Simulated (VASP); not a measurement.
# TiAl (Pm) in VASP: further runs

TiAl is run at these levels: PBEsol; tasks: single point.

All numbers are computed with VASP 6.6.1; they aren't measurements. Logs are shortened: lines on timing, memory, paths and dates and some standing lists are left out, and cuts for length are marked.

### 1 The cell of the first run

Symmetry: Pm, No. 6, monoclinic system. Conventional cell: a = 2.867 Å, b = 4.678 Å, c = 2.867 Å, α = 90.00°, β = 120.00°, γ = 90.00°. Within 3.5 Å of Ti (site symmetry m) lie 6 Al at 2.67 to 3.04 Å and 6 Ti at 2.87 Å. Within 3.5 Å of Al (site symmetry m) lie 6 Ti at 2.67 to 3.04 Å and 6 Al at 2.87 Å.

### 2 Single point, PBEsol (all Al atoms moved -0.375 Å, as atom 2 along Cartesian [1 -1 0])

INCAR

```
SYSTEM = TiAl
PREC = Accurate
ENCUT = 520
EDIFF = 1E-6
ISMEAR = 0
SIGMA = 0.15
LREAL = .False.
LASPH = .True.
NELM = 80
ALGO = Fast
ISIF = 2
LWAVE = .False.
LCHARG = .False.
GGA = PS
NBANDS = 14
```

KPOINTS

```
regular mesh
0
Gamma
  18 18 10
  0 0 0
```

POSCAR

```
TiAl
1.0
    2.8672622327      0.0000000000      0.0000000000
   -1.4336311163      2.4831219328      0.0000000000
    0.0000000000      0.0000000000      4.6780830000
Ti Al
1 1
Direct
    0.0000000000      0.0000000000      0.0000000000
    0.2942465931      0.7734536268      0.5000000000
```

Potentials or basis: VASP PAW PBE potentials, release 64 (Ti_sv, Al).

The run is started by

```
cat potpaw_PBE.64/Ti_sv/POTCAR potpaw_PBE.64/Al/POTCAR > POTCAR
mpirun -np 1 vasp_std > vasp.out
```

OUTCAR:

```text
SYSTEM = TiAl
   PREC = Accurate
   ENCUT = 520
   EDIFF = 1E-6
   ISMEAR = 0
   LREAL = .False.
   LASPH = .True.
   NELM = 80
   ISIF = 2
   GGA = PS

 ion  position               nearest neighbor table
   1  0.000  0.000  0.000-   2 2.67   2 2.67   2 2.95   2 2.95   2 3.04   2 3.04
   2  0.294  0.773  0.500-   1 2.67   1 2.67   1 2.95   1 2.95   1 3.04   1 3.04

  LATTYP: Found a hexagonal cell.
 ALAT       =     2.8672622327
 C/A-ratio  =     1.6315504549

  Lattice vectors:

 A1 = (   2.8672622327,   0.0000000000,   0.0000000000)
 A2 = (  -1.4336311163,   2.4831219328,   0.0000000000)
 A3 = (   0.0000000000,   0.0000000000,   4.6780830000)

Analysis of symmetry for initial positions (statically):
=====================================================================
 Subroutine PRICEL returns:
 Original cell was already a primitive cell.

 Routine SETGRP: Setting up the symmetry group for a
 hexagonal supercell.

 Subroutine GETGRP returns: Found  2 space group operations
 (whereof  2 operations were pure point group operations)
 out of a pool of 24 trial point group operations.

The static configuration has the point symmetry C_1h.

Analysis of symmetry for dynamics (positions and initial velocities):
=====================================================================
 Subroutine PRICEL returns:
 Original cell was already a primitive cell.

 Routine SETGRP: Setting up the symmetry group for a
 hexagonal supercell.

 Subroutine GETGRP returns: Found  2 space group operations
 (whereof  2 operations were pure point group operations)
 out of a pool of 24 trial point group operations.

The dynamic configuration has the point symmetry C_1h.

 Subroutine INISYM returns: Found  2 space group operations
 (whereof  2 operations are pure point group operations),
 and found     1 'primitive' translations

----------------------------------------------------------------------------------------

                                     Primitive cell

  volume of cell :      33.3068

  direct lattice vectors                    reciprocal lattice vectors
     2.867262233  0.000000000  0.000000000     0.348764751  0.201359423  0.000000000
    -1.433631116  2.483121933  0.000000000     0.000000000  0.402718846  0.000000000
     0.000000000  0.000000000  4.678083000     0.000000000  0.000000000  0.213762774

  length of vectors
     2.867262233  2.867262233  4.678083000     0.402718846  0.402718846  0.213762774

  position of ions in fractional coordinates (direct lattice)
     0.000000000  0.000000000  0.000000000
     0.294246593  0.773453627  0.500000000

  ion indices of the primitive-cell ions
   primitive index   ion index
                 1           1
                 2           2

----------------------------------------------------------------------------------------

 KPOINTS: regular mesh

Automatic generation of k-mesh.
 Grid dimensions read from file:
 generate k-points for:   18   18   10

 Generating k-lattice:

  Cartesian coordinates                     Fractional coordinates (reciprocal lattice)
     0.019375820  0.011186635  0.000000000     0.055555556  0.000000000  0.000000000
     0.000000000  0.022373269  0.000000000     0.000000000  0.055555556  0.000000000
     0.000000000  0.000000000  0.021376277     0.000000000  0.000000000  0.100000000

  Length of vectors
     0.022373269  0.022373269  0.021376277

  Shift w.r.t. Gamma in fractional coordinates (k-lattice)
     0.000000000  0.000000000  0.000000000

 Subroutine IBZKPT returns following result:
 ===========================================

 Found    984 irreducible k-points:

 Following reciprocal coordinates:
            Coordinates               Weight
  0.000000  0.000000  0.000000      1.000000
  0.055556 -0.000000  0.000000      2.000000
  0.000000  0.055556  0.000000      2.000000
 -0.055556  0.055556  0.000000      2.000000
  0.111111 -0.000000  0.000000      2.000000
  0.000000  0.111111  0.000000      2.000000
[... 16 lines left out ...]
  0.444444 -0.000000  0.000000      2.000000
  0.000000  0.444444  0.000000      2.000000
 [... further k-points ...]
   k-points           NKPTS =    984   k-points in BZ     NKDIM =    984   number of bands    NBANDS=     14
   number of dos      NEDOS =    301   number of ions     NIONS =      2
   total plane-waves  NPLWV =  20736
   dimension x,y,z NGX =    24 NGY =   24 NGZ =   36
   dimension x,y,z NGXF=    48 NGYF=   48 NGZF=   72
   ions per type =               1   1
   NGX,Y,Z   is equivalent  to a cutoff of  13.92, 13.92, 12.79 a.u.
   NGXF,Y,Z  is equivalent  to a cutoff of  27.83, 27.83, 25.59 a.u.
 SYSTEM =  TiAl
   PREC   = accura    normal or accurate (medium, high low for compatibility)
   ISTART =      0    job   : 0-new  1-cont  2-samecut
   ICHARG =      2    charge: 1-file 2-atom 10-const
   ISPIN  =      1    spin polarized calculation?
   LNONCOLLINEAR =      F non collinear calculations
   LSORBIT =      F    spin-orbit coupling
   LASPH  =      T    aspherical Exc in radial PAW
   ENCUT  =  520.0 eV  38.22 Ry    6.18 a.u.   5.33  5.33  8.70*2*pi/ulx,y,z
   NELM   =     80;   NELMIN=  2; NELMDL= -5     # of ELM steps
   EDIFF  = 0.1E-05   stopping-criterion for ELM
   LREAL  =      F    real-space projection
   EDIFFG = 0.1E-04   stopping-criterion for IOM
   NSW    =      0    number of steps for IOM
   IBRION =     -1    ionic relax: 0-MD 1-quasi-New 2-CG
   NFREE  =      0    steps in history (QN), initial steepest desc. (CG)
   ISIF   =      2    stress and relaxation
   ISYM   =      2    0-nonsym 1-usesym 2-fastsym
   POTIM  = 0.5000    time-step for ionic-motion
   TEBEG  =    0.0;   TEEND  =   0.0 temperature during run
   PSTRESS=    0.0 pullay stress
   NELECT =      15.0000    total number of electrons
   NUPDOWN=      -1.0000    fix difference up-down
   EMIN   =  10.00;   EMAX   =-10.00  energy-range for DOS
   EFERMI =   0.00;   METHOD = LEGACY
   ISMEAR =     0;   SIGMA  =   0.15  broadening in eV -4-tet -1-fermi 0-gaus
   EFERMI_NEDOS =   21; number of points for ismear=-14 and -15
   IALGO  =     68    algorithm
   IMIX   =      4    mixing-type and parameters
     AMIX     =   0.40;   BMIX     =  1.00
     AMIX_MAG =   1.60;   BMIX_MAG =  1.00
  volume/ion in A,a.u.               =      16.65       112.38
  Fermi-wavevector in a.u.,A,eV,Ry     =   1.254857  2.371335 21.424622  1.574665
  Thomas-Fermi vector in A             =   2.388641
   LORBIT       =      0    0 simple, 1 ext, 2 COOP (PROOUT), +10 PAW based schemes
   GGA     = PS    functional components
   LHFCALC =     F    Hartree Fock is set to
   AEXX    =    0.0000 exact exchange contribution
   IVDW    =     0    specifies the selected vdW correction
   LEPSILON=     F    determine dielectric tensor
   LRPA    =     F    only Hartree local field effects (RPA)
 non-spin polarized calculation
 RMM-DIIS sequential band-by-band and
 Gauss-broadening in eV      SIGMA  =   0.15
  energy-cutoff  :      520.00
  volume of cell :       33.31
 maximum number of plane-waves:       917
 NGX is ok and might be reduce to    24
   NGX = 11   NGY = 11   NGZ = 17

 number of electron      15.0000001 magnetization

 Free energy of the ion-electron system (eV)
  ---------------------------------------------------
  ext. energy  EPLUGINS =         0.00000000
  ---------------------------------------------------
  free energy    TOTEN  =       -12.77927283 eV

  energy without entropy =      -12.75213220  energy(sigma->0) =      -12.76570251

 E-fermi :   7.7648     XC(G=0): -11.0278

 val. band max:        7.7621975496   @ k =  -0.1667   0.2222   0.5000
 cond. band min:       7.7651361651   @ k =  -0.2222   0.1667   0.5000
 fundamental gap:      0.0029386155
 Fermi energy:         7.7647637528

 k-point     1 :       0.0000    0.0000    0.0000
  band No.  band energies     occupation
      1     -48.5009      2.00000
      2     -24.9249      2.00000
      3     -24.5162      2.00000
      4     -24.4907      2.00000
      5      -1.1484      2.00000
      6       5.4787      2.00000
      7       5.9566      2.00000
      8       9.0440      0.00000
      9       9.0742      0.00000
     10      10.4842      0.00000
     11      10.5933      0.00000
     12      11.5898      0.00000
     13      20.6256      0.00000
     14      20.9328      0.00000

 k-point     2 :       0.0556   -0.0000    0.0000
  band No.  band energies     occupation
      1     -48.4980      2.00000
      2     -24.9221      2.00000
      3     -24.5305      2.00000
      4     -24.4986      2.00000
      5      -1.0717      2.00000
      6       5.5634      2.00000
      7       5.9674      2.00000
      8       8.9824      0.00000
      9       9.1241      0.00000
     10      10.4672      0.00000
     11      10.6039      0.00000
     12      11.6049      0.00000
     13      19.3675      0.00000
     14      19.9226      0.00000

 k-point     3 :       0.0000    0.0556    0.0000
  band No.  band energies     occupation
      1     -48.4980      2.00000
      2     -24.9221      2.00000
      3     -24.5330      2.00000
      4     -24.4961      2.00000
      5      -1.0719      2.00000
      6       5.5634      2.00000
      7       5.9706      2.00000
      8       8.9713      0.00000
      9       9.1353      0.00000
     10      10.4582      0.00000
     11      10.6079      0.00000
     12      11.6022      0.00000
     13      19.3930      0.00000
     14      19.9205      0.00000

 k-point     4 :      -0.0556    0.0556    0.0000
  band No.  band energies     occupation
      1     -48.4980      2.00000
      2     -24.9220      2.00000
      3     -24.5209      2.00000
      4     -24.5083      2.00000
      5      -1.0714      2.00000
      6       5.5632      2.00000
      7       5.9620      2.00000
      8       8.9973      0.00000
      9       9.1095      0.00000
     10      10.5044      0.00000
     11      10.5736      0.00000
     12      11.6102      0.00000
     13      19.3246      0.00000
     14      19.9115      0.00000

 k-point     5 :       0.1111   -0.0000    0.0000
  band No.  band energies     occupation
      1     -48.4897      2.00000
      2     -24.9138      2.00000
      3     -24.5790      2.00000
      4     -24.5139      2.00000
      5      -0.8428      2.00000
      6       5.8068      2.00000
      7       5.9981      2.00000
      8       8.7792      0.00000
      9       9.3079      0.00000
     10      10.4129      0.00000
     11      10.6449      0.00000
[... 276 lines left out ...]
 k-point    22 :      -0.3889    0.3889    0.0000
  band No.  band energies     occupation
      1     -48.4154      2.00000
      2     -25.0095      2.00000
      3     -24.8399      2.00000
      4     -24.6344      2.00000
      5       2.3981      2.00000
      6       6.0786      2.00000
      7       6.5458      2.00000
      8       7.1135      2.00000
      9       9.9836      0.00000
     10      11.3203      0.00000
     11      11.6101      0.00000
     12      11.8342      0.00000
     13      12.5754      0.00000
     14      15.9579      0.00000

 k-point    23 :       0.4444   -0.0000    0.0000
  band No.  band energies     occupation
      1     -48.4070      2.00000
      2     -25.0720      2.00000
      3     -24.8325      2.00000
      4     -24.6303      2.00000
      5       3.3499      2.00000
      6       5.6657      2.00000
      7       6.2816      2.00000
      8       6.8653      2.00000
      9       9.8720      0.00000
     10      11.6266      0.00000
     11      11.7501      0.00000
     12      11.7564      0.00000
     13      12.9139      0.00000
     14      16.0341      0.00000

 k-point    24 :       0.0000    0.4444    0.0000
  band No.  band energies     occupation
      1     -48.4071      2.00000
      2     -25.0765      2.00000
      3     -24.8330      2.00000
      4     -24.6242      2.00000
      5       3.3376      2.00000
      6       5.6215      2.00000
      7       6.4085      2.00000
      8       6.8938      2.00000
      9       9.8326      0.00000
     10      11.5063      0.00000
     11      11.6290      0.00000
     12      11.8007      0.00000
     13      12.9257      0.00000
     14      15.8612      0.00000

 [... further k-points ...]
[... 5 lines left out ...]
  --------------------------------------------------------------------------------------
  -------------------------------------------------------------------------------------
  Total        0.1431432     -1.2958233      0.1277813     -0.5913002      0.0000000      0.0000000
  in kB        6.8856991    -62.3337115      6.1467349    -28.4436433      0.0000000      0.0000000
  external PRESSURE =     -16.4337592 kB  Pullay stress =       0.0000000 kB

 VOLUME and BASIS-vectors are now :
 -----------------------------------------------------------------------------
  energy-cutoff  :      520.00
  volume of cell :       33.31
      direct lattice vectors                 reciprocal lattice vectors
     2.867262233  0.000000000  0.000000000     0.348764751  0.201359423  0.000000000
    -1.433631116  2.483121933  0.000000000     0.000000000  0.402718846  0.000000000
     0.000000000  0.000000000  4.678083000     0.000000000  0.000000000  0.213762774

 POSITION                                       TOTAL-FORCE (eV/Angst)
 -----------------------------------------------------------------------------------
      0.00000      0.00000      0.00000        -0.788027      0.467822      0.000000
     -0.26517      1.92058      2.33904         0.788027     -0.467822      0.000000
 -----------------------------------------------------------------------------------
    total drift:                                0.000148     -0.000051     -0.000000

  FREE ENERGIE OF THE ION-ELECTRON SYSTEM (eV)
  ---------------------------------------------------
  free  energy   TOTEN  =       -12.7792728250 eV

  energy  without entropy=      -12.7521321973  energy(sigma->0) =      -12.76570251
```

Wall time 5.9 min (1 thread of Intel Xeon 6975P-C (Granite Rapids), shared host); peak memory 0.56 GiB.

What came out:

```yaml
Free_energy: -12.7793 eV
Pressure: -1.6 GPa
Largest_force: 0.916 eV/Å
```

Forces on the atoms (eV/Å):
```
Ti  -0.788  0.468  0.000
Al   0.788 -0.468  0.000
```

Caveat: the cell differs from its parent crystal (all Al atoms moved -0.375 Å, as atom 2 along Cartesian [1 -1 0]); the PAW data sets were made with another functional, which shifts forces and pressure a little.

### 3 Single point, PBEsol (all Al atoms moved +0.250 Å, as atom 2 along Cartesian [1 -1 0])

INCAR

```
SYSTEM = TiAl
PREC     = Accurate       ! precision mode
ENCUT    = 520            ! plane-wave cutoff, eV
EDIFF    = 1E-6           ! SCF threshold, eV
ISMEAR   = 0              ! smearing method
SIGMA    = 0.15           ! smearing width, eV
LREAL    = .FALSE.        ! projectors in reciprocal space
LASPH    = .TRUE.         ! aspherical terms in the spheres
NELM     = 100            ! most SCF steps
ALGO     = Fast           ! electronic algorithm
ISIF     = 2              ! what is computed and relaxed
LWAVE    = .FALSE.        ! write WAVECAR
LCHARG   = .TRUE.         ! write CHGCAR
GGA      = PS             ! functional
LELF     = .TRUE.         ! ELF
LVHAR    = .TRUE.       
NBANDS   = 14             ! bands
```

KPOINTS

```
regular mesh
0
G
  18 18 10
  0 0 0
```

Changes to POSCAR since step 2:

```diff
@@ -9,2 +9,2 @@
     0.0000000000      0.0000000000      0.0000000000
-    0.2942465931      0.7734536268      0.5000000000
+    0.3593911601      0.5954753599      0.5000000000
```

Potentials or basis: VASP PAW PBE potentials, release 64 (Ti_sv, Al).

The run is started by

```
cat potpaw_PBE.64/Ti_sv/POTCAR potpaw_PBE.64/Al/POTCAR > POTCAR
mpirun -np 1 vasp_std > vasp.out
```

Wall time 5.9 min (1 thread of Intel Xeon 6975P-C (Granite Rapids), shared host); peak memory 0.56 GiB.

Results (log left out):

```
Free energy   : -12.8879 eV
Pressure      : -2.4 GPa
Largest force : 0.383 eV/Å
```

Forces on the atoms (eV/Å):
```
Ti   0.187 -0.334  0.000
Al  -0.187  0.334  0.000
```

Stress tensor (GPa, compression positive):
```
-4.79  2.67  0.00
 2.67  0.02  0.00
 0.00  0.00 -2.31
```

Levels at points of the mesh, in eV from the Fermi level:
```tsv
k point	band 5	band 6	band 7	band 8	band 9	band 10	band 11	band 12
(0.00, 0.00, 0.00)	-8.92	-2.30	-1.82	1.27	1.30	2.71	2.81	3.87
(0.50, 0.00, 0.00)	-3.69	-2.79	-1.57	-1.00	2.11	3.96	4.04	4.25
(0.00, 0.50, 0.00)	-3.69	-2.77	-1.63	-1.01	2.12	3.97	4.01	4.38
(0.50, 0.50, 0.00)	-3.71	-2.85	-1.36	-0.96	2.06	3.78	3.97	4.20
(0.00, 0.00, 0.50)	-8.02	-5.27	-0.45	1.29	1.31	2.64	2.73	6.79
(0.50, 0.00, 0.50)	-3.65	-2.42	-1.77	0.48	0.91	1.91	2.97	3.97
(0.00, 0.50, 0.50)	-3.65	-2.46	-1.72	0.42	0.91	1.92	3.01	3.97
(0.50, 0.50, 0.50)	-3.62	-2.28	-1.95	0.67	0.99	1.86	2.77	3.97
```

Caveat: the cell differs from its parent crystal (all Al atoms moved +0.250 Å, as atom 2 along Cartesian [1 -1 0]); the PAW data sets were made with another functional, which shifts forces and pressure a little.
